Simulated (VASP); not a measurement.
## CoO: single point with PBEsol

Crystal: CoO.

```xyz
4
Lattice="1.6022 0.9250 5.1329 -1.6022 0.9250 5.1329 0.0000 -1.8501 5.1329" Properties=species:S:1:pos:R:3 pbc="T T T"
Co    0.0000    0.0000   15.3909
Co    0.0000    0.0000    7.6916
O     0.0000    0.0000    5.7822
O     0.0000    0.0000   13.4821
```

* Program: VASP 6.6.1
* Task: single point
* Functional: PBEsol
* Potentials or basis: VASP PAW PBE potentials, release 64 (Co, O)
* Cutoff: 520 eV
* k mesh: 1 × 1 × 1
* Occupations: gaussian, width 0.1 eV
* Spin: collinear spin, antiferromagnetic start
* Starting moments: [-2.22, 2.22, -0.17, 0.17] μB

- Pressure: -4.6 GPa
- Largest force: 2.432 eV/Å
- Net moment: 0.00 μB per cell
- Site moments: Co -1.74, +1.75; O -0.43, +0.43 μB
- Valence electrons inside the program's atomic spheres: Co 8.07; O 4.97

Forces on the atoms (eV/Å):
```
Co   0.000  0.000 -2.428
Co   0.000  0.000 -2.431
O    0.000  0.000  2.432
O    0.000  0.000  2.427
```

Stress tensor (GPa, compression positive):
```
-1.92  0.00  0.00
 0.00 -1.92  0.00
 0.00  0.00 -9.97
```

Levels at points of the mesh, in eV from the Fermi level:
Spin up:
```
           k point  band 13  band 14  band 15  band 16  band 17  band 18
(0.00, 0.00, 0.00)    -0.69    -0.07    -0.07     0.03     1.80     2.02
```
Spin down:
| k point | band 13 | band 14 | band 15 | band 16 | band 17 | band 18 |
| --- | --- | --- | --- | --- | --- | --- |
| (0.00, 0.00, 0.00) | -0.69 | -0.07 | -0.07 | 0.03 | 1.80 | 2.02 |

It took 64 s on 1 thread of Intel Xeon 8259CL, with other jobs on the host, peak memory 0.3 GiB.

Caveat: the k points lie up to 2.30 Å⁻¹ apart; the PAW data sets were made with another functional, which shifts forces and pressure a little; semilocal functionals often make such compounds metallic where correlation or magnetic order opens a gap, which also shifts bond lengths.
